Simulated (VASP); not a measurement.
# Yb (I4/mmm) in VASP: further runs

The runs below take Yb through single point, with PBE.

All numbers are computed with VASP 6.6.1; they aren't measurements. Logs are shortened: lines on timing, memory, paths and dates and some standing lists are left out, and cuts for length are marked.

### 1 The cell of the first run

It takes space group I4/mmm (No. 139, tetragonal). The conventional cell has a = 3.840 Å, b = 3.840 Å, c = 5.027 Å, α = 90.00°, β = 90.00°, γ = 90.00°. Within 5.1 Å of Yb (site symmetry 4/mmm) lie 14 Yb at 3.70 to 5.03 Å.

### 2 Single point, PBE (37.06 Å³/atom)

INCAR

```
PREC = Accurate ; ENCUT = 520
EDIFF = 1E-6 ; ISMEAR = 0
SIGMA = 0.15 ; LREAL = F
LASPH = T ; NELM = 80
ALGO = Fast ; ISIF = 2
LWAVE = F ; LCHARG = F
GGA = PE ; NBANDS = 18
```

KPOINTS

```
Automatic mesh
0
Gamma
  16 16 16
```

POSCAR

```
Yb
1.0
    0.0000000000      2.7151504903      2.5134148089
    2.7151504903      0.0000000000      2.5134148089
    2.7151504903      2.7151504903      0.0000000000
Yb
1
Direct
    0.0000000000      0.0000000000      0.0000000000
```

Potentials or basis: VASP PAW PBE potentials, release 64 (Yb).

Started as:

```console
$ cat potpaw_PBE.64/Yb/POTCAR > POTCAR
$ mpirun -np 1 vasp_std > vasp.out
```

OUTCAR:

```text
PREC = Accurate
   ENCUT = 520
   EDIFF = 1E-6
   ISMEAR = 0
   LREAL = F
   LASPH = T
   NELM = 80
   ISIF = 2
   GGA = PE

 ion  position               nearest neighbor table
   1  0.000  0.000  0.000-

  LATTYP: Found a body centered tetragonal cell.
 ALAT       =     3.8398026473
 C/A-ratio  =     1.3091374947

  Lattice vectors:

 A1 = (   0.0000000000,  -2.7151504903,  -2.5134148089)
 A2 = (   0.0000000000,   2.7151504903,  -2.5134148089)
 A3 = (   2.7151504903,   0.0000000000,   2.5134148089)

Analysis of symmetry for initial positions (statically):
=====================================================================
 Subroutine PRICEL returns:
 Original cell was already a primitive cell.

 Routine SETGRP: Setting up the symmetry group for a
 body centered tetragonal supercell.

 Subroutine GETGRP returns: Found 16 space group operations
 (whereof 16 operations were pure point group operations)
 out of a pool of 16 trial point group operations.

The static configuration has the point symmetry D_4h.

Analysis of symmetry for dynamics (positions and initial velocities):
=====================================================================
 Subroutine PRICEL returns:
 Original cell was already a primitive cell.

 Routine SETGRP: Setting up the symmetry group for a
 body centered tetragonal supercell.

 Subroutine GETGRP returns: Found 16 space group operations
 (whereof 16 operations were pure point group operations)
 out of a pool of 16 trial point group operations.

The dynamic configuration has the point symmetry D_4h.

 Subroutine INISYM returns: Found 16 space group operations
 (whereof 16 operations are pure point group operations),
 and found     1 'primitive' translations

----------------------------------------------------------------------------------------

                                     Primitive cell

  volume of cell :      37.0580

  direct lattice vectors                    reciprocal lattice vectors
     0.000000000  2.715150490  2.513414809    -0.184151855  0.184151855  0.198932543
     2.715150490  0.000000000  2.513414809     0.184151855 -0.184151855  0.198932543
     2.715150490  2.715150490  0.000000000     0.184151855  0.184151855 -0.198932543

  length of vectors
     3.699904889  3.699904889  3.839802647     0.327716292  0.327716292  0.327716292

[... 67 lines left out ...]
   NGXF,Y,Z  is equivalent  to a cutoff of  25.16, 25.16, 25.98 a.u.
 SYSTEM =  unknown system
   PREC   = accura    normal or accurate (medium, high low for compatibility)
   ISTART =      0    job   : 0-new  1-cont  2-samecut
   ICHARG =      2    charge: 1-file 2-atom 10-const
   ISPIN  =      1    spin polarized calculation?
   LNONCOLLINEAR =      F non collinear calculations
   LSORBIT =      F    spin-orbit coupling
   LASPH  =      T    aspherical Exc in radial PAW
   ENCUT  =  520.0 eV  38.22 Ry    6.18 a.u.   6.88  6.88  7.14*2*pi/ulx,y,z
   NELM   =     80;   NELMIN=  2; NELMDL= -5     # of ELM steps
   EDIFF  = 0.1E-05   stopping-criterion for ELM
   LREAL  =      F    real-space projection
[... 7 lines left out ...]
   TEBEG  =    0.0;   TEEND  =   0.0 temperature during run
   PSTRESS=    0.0 pullay stress
   NELECT =      24.0000    total number of electrons
   NUPDOWN=      -1.0000    fix difference up-down
   EMIN   =  10.00;   EMAX   =-10.00  energy-range for DOS
   EFERMI =   0.00;   METHOD = LEGACY
   ISMEAR =     0;   SIGMA  =   0.15  broadening in eV -4-tet -1-fermi 0-gaus
   EFERMI_NEDOS =   21; number of points for ismear=-14 and -15
   IALGO  =     68    algorithm
   IMIX   =      4    mixing-type and parameters
     AMIX     =   0.40;   BMIX     =  1.00
     AMIX_MAG =   1.60;   BMIX_MAG =  1.00
  volume/ion in A,a.u.               =      37.06       250.08
  Fermi-wavevector in a.u.,A,eV,Ry     =   1.416396  2.676600 27.295690  2.006177
  Thomas-Fermi vector in A             =   2.537735
   LORBIT       =      0    0 simple, 1 ext, 2 COOP (PROOUT), +10 PAW based schemes
   GGA     = PE    functional components
   LHFCALC =     F    Hartree Fock is set to
   AEXX    =    0.0000 exact exchange contribution
   IVDW    =     0    specifies the selected vdW correction
   LEPSILON=     F    determine dielectric tensor
   LRPA    =     F    only Hartree local field effects (RPA)
 non-spin polarized calculation
 RMM-DIIS sequential band-by-band and
 Gauss-broadening in eV      SIGMA  =   0.15
  energy-cutoff  :      520.00
  volume of cell :       37.06
 maximum number of plane-waves:      1026
   NGX = 13   NGY = 13   NGZ = 15

 number of electron      24.0000005 magnetization

 Free energy of the ion-electron system (eV)
  ---------------------------------------------------
  ext. energy  EPLUGINS =         0.00000000
  ---------------------------------------------------
  free energy    TOTEN  =        -3.56618240 eV

  energy without entropy =       -3.55082529  energy(sigma->0) =       -3.55850385

 E-fermi :   1.5039     XC(G=0):  -9.3081

 val. band max:        1.4977165116   @ k =  -0.3125   0.3750   0.2500
 cond. band min:       1.5047264546   @ k =  -0.3750   0.3125   0.1250
 fundamental gap:      0.0070099430
 Fermi energy:         1.5038818133

 k-point     1 :       0.0000    0.0000    0.0000
  band No.  band energies     occupation
      1     -50.2604      2.00000
      2     -22.4671      2.00000
      3     -22.4671      2.00000
      4     -22.4650      2.00000
      5      -3.6101      2.00000
      6       1.0319      1.99999
[... 481 lines left out ...]
      5      -3.3879      2.00000
      6       1.0349      1.99999
[... 10 lines left out ...]
     17       6.6231      0.00000
     18      11.4443      0.00000

 [... further k-points ...]

------------------------ aborting loop because EDIFF is reached ----------------------------------------

  FORCE on cell =-STRESS in cart. coord.  units (eV):
  Direction    XX          YY          ZZ          XY          YZ          ZX
  --------------------------------------------------------------------------------------
  -------------------------------------------------------------------------------------
  Total       -0.2136202     -0.2136202     -0.1814468      0.0000000      0.0000000     -0.0000000
  in kB       -9.2357240     -9.2357240     -7.8447293      0.0000000      0.0000000     -0.0000000
  external PRESSURE =      -8.7720591 kB  Pullay stress =       0.0000000 kB

 VOLUME and BASIS-vectors are now :
 -----------------------------------------------------------------------------
  energy-cutoff  :      520.00
  volume of cell :       37.06
      direct lattice vectors                 reciprocal lattice vectors
     0.000000000  2.715150490  2.513414809    -0.184151855  0.184151855  0.198932543
     2.715150490  0.000000000  2.513414809     0.184151855 -0.184151855  0.198932543
     2.715150490  2.715150490  0.000000000     0.184151855  0.184151855 -0.198932543

 POSITION                                       TOTAL-FORCE (eV/Angst)
 -----------------------------------------------------------------------------------
      0.00000      0.00000      0.00000         0.000000     -0.000000      0.000000
 -----------------------------------------------------------------------------------
    total drift:                               -0.000000     -0.000000     -0.000000

  FREE ENERGIE OF THE ION-ELECTRON SYSTEM (eV)
  ---------------------------------------------------
  free  energy   TOTEN  =        -3.5661824036 eV

  energy  without entropy=       -3.5508252922  energy(sigma->0) =       -3.55850385
```

OSZICAR:

```text
N       E                     dE             d eps       ncg     rms          rms(c)
DAV:   1     0.119932759470E+03    0.11993E+03   -0.87048E+03 15922   0.903E+03
DAV:   2     0.124788711618E+02   -0.10745E+03   -0.10394E+03 16214   0.553E+02
DAV:   3    -0.140187075062E+01   -0.13881E+02   -0.13741E+02 18650   0.117E+02
[... 28 lines left out ...]
RMM:  32    -0.356617722137E+01   -0.23213E-05   -0.21482E-05 17035   0.113E-01    0.751E-02
RMM:  33    -0.356617898328E+01   -0.17619E-05   -0.16395E-05 16980   0.105E-01    0.615E-02
RMM:  34    -0.356618027082E+01   -0.12875E-05   -0.13511E-05 16904   0.900E-02    0.380E-02
RMM:  35    -0.356618146372E+01   -0.11929E-05   -0.10450E-05 16830   0.788E-02    0.247E-02
RMM:  36    -0.356618240361E+01   -0.93988E-06   -0.86016E-06 16783   0.756E-02
   1 F= -.35661824E+01 E0= -.35585038E+01  d E =-.153571E-01
```

Run time: 11 min. Hardware: 1 thread of Intel Xeon 8259CL, shared host; peak memory 0.38 GiB.

Results:

| Quantity | Value |
| --- | --- |
| Free energy | -3.5662 eV |
| Pressure | -0.9 GPa |
| Band gap on the k mesh | zero (bands 12 and 13 overlap by 0.09 eV) |

Caveat: spin-orbit coupling is left out, which moves the levels of the heavy elements. Spin polarisation is off, so any magnetic state and its effect on volume and gap are missing.

### 3 Single point, PBE (38.48 Å³/atom)

This run uses another cell than the first one, of 38.48 Å³/atom.

INCAR

```
PREC = Accurate ; ENCUT = 520
EDIFF = 1E-6 ; ISMEAR = 0
SIGMA = 0.15 ; LREAL = False
LASPH = True ; NELM = 100
ALGO = Fast ; ISIF = 2
LWAVE = False ; LCHARG = False
GGA = PE ; NBANDS = 18
```

KPOINTS is that of step 2.

POSCAR

```
Yb
1.0
    0.0000000000      2.5452045426      2.9702537012
    2.5452045426      0.0000000000      2.9702537012
    2.5452045426      2.5452045426      0.0000000000
Yb
1
Direct
    0.0000000000      0.0000000000      0.0000000000
```

Potentials or basis: VASP PAW PBE potentials, release 64 (Yb).

Started as:

```console
$ cat potpaw_PBE.64/Yb/POTCAR > POTCAR
$ mpirun -np 1 vasp_std > vasp.out
```

OUTCAR:

```text
PREC = Accurate
   ENCUT = 520
   EDIFF = 1E-6
   ISMEAR = 0
   LREAL = False
   LASPH = True
   NELM = 100
   ISIF = 2
   GGA = PE

 ion  position               nearest neighbor table
   1  0.000  0.000  0.000-

  LATTYP: Found a body centered tetragonal cell.
 ALAT       =     3.5994627832
 C/A-ratio  =     1.6503872273

  Lattice vectors:

 A1 = (  -2.5452045426,   0.0000000000,   2.9702537012)
 A2 = (   2.5452045426,   0.0000000000,   2.9702537012)
 A3 = (   0.0000000000,   2.5452045426,  -2.9702537012)

Analysis of symmetry for initial positions (statically):
=====================================================================
 Subroutine PRICEL returns:
 Original cell was already a primitive cell.

 Routine SETGRP: Setting up the symmetry group for a
 body centered tetragonal supercell.

 Subroutine GETGRP returns: Found 16 space group operations
 (whereof 16 operations were pure point group operations)
 out of a pool of 16 trial point group operations.

The static configuration has the point symmetry D_4h.

Analysis of symmetry for dynamics (positions and initial velocities):
=====================================================================
 Subroutine PRICEL returns:
 Original cell was already a primitive cell.

 Routine SETGRP: Setting up the symmetry group for a
 body centered tetragonal supercell.

 Subroutine GETGRP returns: Found 16 space group operations
 (whereof 16 operations were pure point group operations)
 out of a pool of 16 trial point group operations.

The dynamic configuration has the point symmetry D_4h.

 Subroutine INISYM returns: Found 16 space group operations
 (whereof 16 operations are pure point group operations),
 and found     1 'primitive' translations

----------------------------------------------------------------------------------------

                                     Primitive cell

  volume of cell :      38.4830

  direct lattice vectors                    reciprocal lattice vectors
     0.000000000  2.545204543  2.970253701    -0.196447866  0.196447866  0.168335789
     2.545204543  0.000000000  2.970253701     0.196447866 -0.196447866  0.168335789
     2.545204543  2.545204543  0.000000000     0.196447866  0.196447866 -0.168335789

  length of vectors
     3.911581932  3.911581932  3.599462783     0.324839138  0.324839138  0.324839138

  position of ions in fractional coordinates (direct lattice)
     0.000000000  0.000000000  0.000000000

  ion indices of the primitive-cell ions
   primitive index   ion index
                 1           1

----------------------------------------------------------------------------------------

 KPOINTS: Automatic mesh

Automatic generation of k-mesh.
 Grid dimensions read from file:
 generate k-points for:   16   16   16

 Generating k-lattice:

  Cartesian coordinates                     Fractional coordinates (reciprocal lattice)
    -0.012277992  0.012277992  0.010520987     0.062500000  0.000000000  0.000000000
     0.012277992 -0.012277992  0.010520987     0.000000000  0.062500000  0.000000000
     0.012277992  0.012277992 -0.010520987     0.000000000  0.000000000  0.062500000

  Length of vectors
     0.020302446  0.020302446  0.020302446

  Shift w.r.t. Gamma in fractional coordinates (k-lattice)
     0.000000000  0.000000000  0.000000000

 Subroutine IBZKPT returns following result:
 ===========================================

 Found    349 irreducible k-points:

 Following reciprocal coordinates:
            Coordinates               Weight
  0.000000  0.000000  0.000000      1.000000
  0.062500  0.000000  0.000000      8.000000
  0.125000  0.000000  0.000000      8.000000
  0.187500  0.000000  0.000000      8.000000
  0.250000  0.000000  0.000000      8.000000
  0.312500  0.000000  0.000000      8.000000
[... 16 lines left out ...]
 -0.125000  0.062500  0.000000      8.000000
 -0.062500  0.062500  0.000000      4.000000
 [... further k-points ...]
   k-points           NKPTS =    349   k-points in BZ     NKDIM =    349   number of bands    NBANDS=     18
   number of dos      NEDOS =    301   number of ions     NIONS =      1
   total plane-waves  NPLWV =  25200
   dimension x,y,z NGX =    30 NGY =   30 NGZ =   28
   dimension x,y,z NGXF=    60 NGYF=   60 NGZF=   56
   ions per type =               1
   NGX,Y,Z   is equivalent  to a cutoff of  12.75, 12.75, 12.93 a.u.
   NGXF,Y,Z  is equivalent  to a cutoff of  25.50, 25.50, 25.86 a.u.
 SYSTEM =  unknown system
   PREC   = accura    normal or accurate (medium, high low for compatibility)
   ISTART =      0    job   : 0-new  1-cont  2-samecut
   ICHARG =      2    charge: 1-file 2-atom 10-const
   ISPIN  =      1    spin polarized calculation?
   LNONCOLLINEAR =      F non collinear calculations
   LSORBIT =      F    spin-orbit coupling
   LASPH  =      T    aspherical Exc in radial PAW
   ENCUT  =  520.0 eV  38.22 Ry    6.18 a.u.   7.27  7.27  6.69*2*pi/ulx,y,z
   NELM   =    100;   NELMIN=  2; NELMDL= -5     # of ELM steps
   EDIFF  = 0.1E-05   stopping-criterion for ELM
   LREAL  =      F    real-space projection
[... 7 lines left out ...]
   TEBEG  =    0.0;   TEEND  =   0.0 temperature during run
   PSTRESS=    0.0 pullay stress
   NELECT =      24.0000    total number of electrons
   NUPDOWN=      -1.0000    fix difference up-down
   EMIN   =  10.00;   EMAX   =-10.00  energy-range for DOS
   EFERMI =   0.00;   METHOD = LEGACY
   ISMEAR =     0;   SIGMA  =   0.15  broadening in eV -4-tet -1-fermi 0-gaus
   EFERMI_NEDOS =   21; number of points for ismear=-14 and -15
   IALGO  =     68    algorithm
   IMIX   =      4    mixing-type and parameters
     AMIX     =   0.40;   BMIX     =  1.00
     AMIX_MAG =   1.60;   BMIX_MAG =  1.00
  volume/ion in A,a.u.               =      38.48       259.70
  Fermi-wavevector in a.u.,A,eV,Ry     =   1.398693  2.643146 26.617634  1.956341
  Thomas-Fermi vector in A             =   2.521825
   LORBIT       =      0    0 simple, 1 ext, 2 COOP (PROOUT), +10 PAW based schemes
   GGA     = PE    functional components
   LHFCALC =     F    Hartree Fock is set to
   AEXX    =    0.0000 exact exchange contribution
   IVDW    =     0    specifies the selected vdW correction
   LEPSILON=     F    determine dielectric tensor
   LRPA    =     F    only Hartree local field effects (RPA)
 non-spin polarized calculation
 RMM-DIIS sequential band-by-band and
 Gauss-broadening in eV      SIGMA  =   0.15
  energy-cutoff  :      520.00
  volume of cell :       38.48
 maximum number of plane-waves:      1048
 NGX is ok and might be reduce to    30
   NGX = 15   NGY = 15   NGZ = 13

 number of electron      23.9999997 magnetization

 Free energy of the ion-electron system (eV)
  ---------------------------------------------------
  ext. energy  EPLUGINS =         0.00000000
  ---------------------------------------------------
  free energy    TOTEN  =        -3.53059710 eV

  energy without entropy =       -3.51604657  energy(sigma->0) =       -3.52332184

 E-fermi :   1.3863     XC(G=0):  -9.1455

 val. band max:        1.3819317518   @ k =  -0.1875   0.5000   0.3125
 cond. band min:       1.4084002519   @ k =  -0.3125   0.3750   0.0625
 fundamental gap:      0.0264685001
 Fermi energy:         1.3862507890

 k-point     1 :       0.0000    0.0000    0.0000
  band No.  band energies     occupation
      1     -50.4164      2.00000
      2     -22.6527      2.00000
      3     -22.6352      2.00000
      4     -22.6352      2.00000
      5      -3.6369      2.00000
      6       0.9279      1.99998
[... 10 lines left out ...]
     17       6.9998      0.00000
     18      10.7952      0.00000

 k-point     2 :       0.0625    0.0000    0.0000
  band No.  band energies     occupation
      1     -50.4159      2.00000
      2     -22.6568      2.00000
      3     -22.6447      2.00000
      4     -22.6355      2.00000
      5      -3.5510      2.00000
      6       0.9288      1.99998
[... 10 lines left out ...]
     17       6.9092      0.00000
     18      11.0049      0.00000
[... 442 lines left out ...]
 k-point    24 :      -0.0625    0.0625    0.0000
  band No.  band energies     occupation
      1     -50.4149      2.00000
      2     -22.6730      2.00000
      3     -22.6573      2.00000
      4     -22.6343      2.00000
      5      -3.3874      2.00000
      6       0.9299      1.99998
[... 10 lines left out ...]
     17       6.6421      0.00000
     18      11.3539      0.00000

 [... further k-points ...]

------------------------ aborting loop because EDIFF is reached ----------------------------------------

  FORCE on cell =-STRESS in cart. coord.  units (eV):
  Direction    XX          YY          ZZ          XY          YZ          ZX
  --------------------------------------------------------------------------------------
  -------------------------------------------------------------------------------------
  Total       -0.0847229     -0.0847229     -0.7284456      0.0000000      0.0000000      0.0000000
  in kB       -3.5272991     -3.5272991    -30.3276518      0.0000000      0.0000000      0.0000000
  external PRESSURE =     -12.4607500 kB  Pullay stress =       0.0000000 kB

 VOLUME and BASIS-vectors are now :
 -----------------------------------------------------------------------------
  energy-cutoff  :      520.00
  volume of cell :       38.48
      direct lattice vectors                 reciprocal lattice vectors
     0.000000000  2.545204543  2.970253701    -0.196447866  0.196447866  0.168335789
     2.545204543  0.000000000  2.970253701     0.196447866 -0.196447866  0.168335789
     2.545204543  2.545204543  0.000000000     0.196447866  0.196447866 -0.168335789

 POSITION                                       TOTAL-FORCE (eV/Angst)
 -----------------------------------------------------------------------------------
      0.00000      0.00000      0.00000         0.000000      0.000000      0.000000
 -----------------------------------------------------------------------------------
    total drift:                                0.000000     -0.000000      0.000000

  FREE ENERGIE OF THE ION-ELECTRON SYSTEM (eV)
  ---------------------------------------------------
  free  energy   TOTEN  =        -3.5305971033 eV

  energy  without entropy=       -3.5160465712  energy(sigma->0) =       -3.52332184
```

Wall time 16 min (1 thread of Intel Xeon 8259CL, shared host); peak memory 0.39 GiB.

What came out:

```
Free energy            : -3.5306 eV
Pressure               : -1.2 GPa
Band gap on the k mesh : zero (bands 12 and 13 overlap by 0.12 eV)
```

Levels at points of the mesh, in eV from the Fermi level:
| k point | band 8 | band 9 | band 10 | band 11 | band 12 | band 13 | band 14 | band 15 | band 16 | band 17 |
| --- | --- | --- | --- | --- | --- | --- | --- | --- | --- | --- |
| (0.00, 0.00, 0.00) | -0.37 | -0.37 | -0.30 | -0.29 | -0.29 | 2.10 | 3.28 | 3.28 | 3.63 | 5.61 |
| (0.50, 0.00, 0.00) | -0.38 | -0.37 | -0.32 | -0.30 | -0.30 | 0.27 | 1.94 | 3.26 | 5.92 | 6.14 |
| (0.50, 0.50, 0.00) | -0.37 | -0.35 | -0.35 | -0.34 | -0.34 | 0.44 | 0.54 | 6.41 | 6.53 | 6.58 |
| (0.50, 0.00, 0.50) | -0.39 | -0.38 | -0.32 | -0.31 | -0.31 | 0.17 | 2.10 | 5.41 | 5.76 | 6.29 |

Caveat: spin-orbit coupling is left out, which moves the levels of the heavy elements. Spin polarisation is off, so any magnetic state and its effect on volume and gap are missing.

(Part 1 of 2 ends here.)

The gap in the log of VASP goes by the Fermi energy; the results here count the filled bands.